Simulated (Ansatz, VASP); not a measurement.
# TiAl3: VASP beside Ansatz

```
CELL_PARAMETERS angstrom
-1.86303 1.86303 4.47628
1.86303 -1.86303 4.47628
1.86303 1.86303 -4.47628
ATOMIC_POSITIONS crystal
Ti 0.00000 0.00000 0.00000
Al 0.50000 0.50000 0.00000
Al 0.75000 0.24012 0.49012
Al 0.25000 0.75988 0.50988
```

Change from the starting cell: mode 9 frozen in at -0.038 Å, strain +e along z and -e/2 along x and y +0.0467.

Alike in both runs: task single point; functional PBEsol; k mesh 14 × 14 × 14; occupations gaussian, width 0.15 eV; no spin polarisation.

```csv
,VASP,Ansatz
version,VASP 6.6.1,Ansatz 0.2.0
potentials or method,"VASP PAW PBE potentials, release 64 (Ti_sv, Al), cutoff 520 eV","scalar-relativistic, plane waves, PAW"
valence electrons in the cell,21,21
```

```tsv
	VASP	Ansatz	Ansatz less VASP
gap on the k mesh at the Fermi level (eV)	none	none	-
pressure (GPa)	1.2	1.0	-0.15
traceless stress, the component that is largest in VASP (GPa)	-9.39	-9.36	+0.033
rms of the force components (eV/Å)	0.214	0.212	-0.0012
```

VASP's potentials were made for PBE, not for PBEsol, and Ansatz warns of the same on its side. Atom by atom the forces differ by 0.001 eV/Å (rms over components). A gap of «none» marks a metal or a gap that the smearing closes. The functional is the same, so the differences come from potentials, cutoffs and numerics.
